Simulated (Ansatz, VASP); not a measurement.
**Two plane-wave programs on BaTiO3**

Contents of INCAR:

```
SYSTEM = BaTiO3
ALGO     = Normal         ! electronic algorithm
EDIFF    = 1E-7           ! SCF threshold, eV
ENCUT    = 520            ! plane-wave cutoff, eV
GGA      = PS             ! functional
ISIF     = 2              ! what is computed and relaxed
ISMEAR   = -1             ! smearing method
LASPH    = .TRUE.         ! aspherical terms in the spheres
LCHARG   = .FALSE.        ! write CHGCAR
LREAL    = .FALSE.        ! projectors in reciprocal space
LWAVE    = .FALSE.        ! write WAVECAR
NBANDS   = 51             ! bands
NELM     = 100            ! most SCF steps
PREC     = Accurate       ! precision mode
SIGMA    = 0.05           ! smearing width, eV
```

File KPOINTS:

```
k-points
0
G
  7 7 4
  0 0 0
```

File POSCAR:

```
BaTiO3
1.0
   -3.9998000000      0.0000000000      0.0000000000
    0.0000000000      0.0000000000     -4.0180000000
    0.0000000000     -7.9996000000      0.0000000000
Ba Ti O
2 2 6
Direct
    0.0014435500      0.0230418600      0.5075926300
    0.9985564500      0.9769581400      0.9924073700
    0.4803298900      0.5631888500      0.2357999500
    0.5196701100      0.4728111500      0.7642000500
    0.4938005300      0.9659728700      0.2581500200
    0.5061994700      0.0020271300      0.7418499800
    0.5076103700      0.4993320300      0.5074435600
    0.4923896300      0.4706679700      0.9925564400
    0.0152243000      0.4884056200      0.2711337500
    0.9847757000      0.4815943800      0.7288662500
```

Contents of input.yaml:

```yaml
crystal:
  lattice:
    - [-3.9998, 0.0, 0.0]
    - [0.0, 0.0, -4.018]
    - [0.0, -7.9996, 0.0]
  atoms:
    - { symbol: Ba, position: [0.00144355, 0.02304186, 0.50759263] }
    - { symbol: Ba, position: [0.99855645, 0.97695814, 0.99240737] }
    - { symbol: Ti, position: [0.48032989, 0.56318885, 0.23579995] }
    - { symbol: Ti, position: [0.51967011, 0.47281115, 0.76420005] }
    - { symbol: O, position: [0.49380053, 0.96597287, 0.25815002] }
    - { symbol: O, position: [0.50619947, 0.00202713, 0.74184998] }
    - { symbol: O, position: [0.50761037, 0.49933203, 0.50744356] }
    - { symbol: O, position: [0.49238963, 0.47066797, 0.99255644] }
    - { symbol: O, position: [0.0152243, 0.48840562, 0.27113375] }
    - { symbol: O, position: [0.9847757, 0.48159438, 0.72886625] }
hamiltonian:
  xc: pbesol
  pseudopotentials: { kind: paw }
kpoints:
  mp_grid: { grid: [7, 7, 4] }
scf:
  occupations: { method: fermi_dirac, width: 0.05 }
  n_extra_bands: 25
output:
  forces: true
  stress: true
  eigenvalues: true
  dos: { projected: true, de: 0.05, nscf_kmesh: { grid: [11, 11, 6] } }
```

Alike in both runs: functional PBEsol; k mesh 7 × 7 × 4; occupations fermi-dirac, width 0.05 eV; no spin polarisation.

|  | VASP | Ansatz |
| --- | --- | --- |
| version | VASP 6.6.1 | Ansatz 0.2.0 |
| potentials or method | VASP PAW PBE potentials, release 64 (Ba_sv, Ti_sv, O) | Ansatz PAW |
| plane-wave cutoff (eV) | 520 | 420 |
| valence electrons in the cell | 80 | 80 |
| task | single point | projected density of states |

```tsv
	VASP	Ansatz	Ansatz less VASP
gap on the k mesh at the Fermi level (eV)	1.32	1.36	+0.044
least direct gap on the mesh (eV)	1.48	1.52	+0.038
pressure (GPa)	5.8	3.8	-2.02
traceless stress, the component that is largest in VASP (GPa)	6.69	6.34	-0.350
rms of the force components (eV/Å)	1.974	1.909	-0.0642
```

VASP's potentials were made for PBE, not for PBEsol. Atom by atom the forces differ by 0.089 eV/Å (rms over components). The functional is the same, so the differences come from potentials, cutoffs and numerics.

Neither program's run includes spin-orbit coupling. Noted on Ansatz's run: odd divisions of the mesh miss points on the zone boundary, where band edges often lie, so the gap on the mesh can be too wide.
